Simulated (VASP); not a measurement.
Input of a VASP 6.6.1 run:

INCAR

```
SYSTEM = Al5Cl2
PREC = Accurate
ENCUT = 520
EDIFF = 1E-6
ISMEAR = 0
SIGMA = 0.1
LREAL = .False.
LASPH = .True.
NELM = 60
ALGO = Normal
ISIF = 2
LWAVE = .False.
LCHARG = .True.
GGA = PE
LELF = .True.
LVHAR = .True.
NBANDS = 24
```

Contents of KPOINTS:

```
regular mesh
0
Gamma
  6 6 2
  0 0 0
```

File POSCAR:

```
Al5Cl2
1.0
    5.5372638546      0.0000000000      0.0000000000
   -2.7686319273      4.7954111656      0.0000000000
    0.0000000000      0.0000000000      5.4393884991
Al Cl
5 2
Direct
    0.0000000000      0.0000000000      0.0000000000
    0.0000000000      0.0000000000      0.5000000000
    0.5000000000      0.0000000000      0.5000000000
    0.0000000000      0.5000000000      0.5000000000
    0.5000000000      0.5000000000      0.5000000000
    0.3333333333      0.6666666667      0.0000000000
    0.6666666667      0.3333333333      0.0000000000
```

Potentials or basis: VASP PAW PBE potentials, release 64 (Al, Cl).

Command:

```console
$ cat potpaw_PBE.64/Al/POTCAR potpaw_PBE.64/Cl/POTCAR > POTCAR
$ mpirun -np 1 vasp_std > vasp.out
```

Question: Estimate the band gap on the k mesh.

Answer: Zero (an odd number of electrons rules out a gap without spin polarisation).

Question: Estimate the pressure.

Answer: 0.1 GPa.

Stress tensor (GPa, compression positive):
```
 0.20  0.00  0.00
 0.00  0.20  0.00
 0.00  0.00 -0.21
```

Caveat: the k points lie up to 0.58 Å⁻¹ apart, too coarse for converged energies and pressures of a metal; an odd number of electrons without spin polarisation forces a metal; a magnetic or distorted state may lie lower.
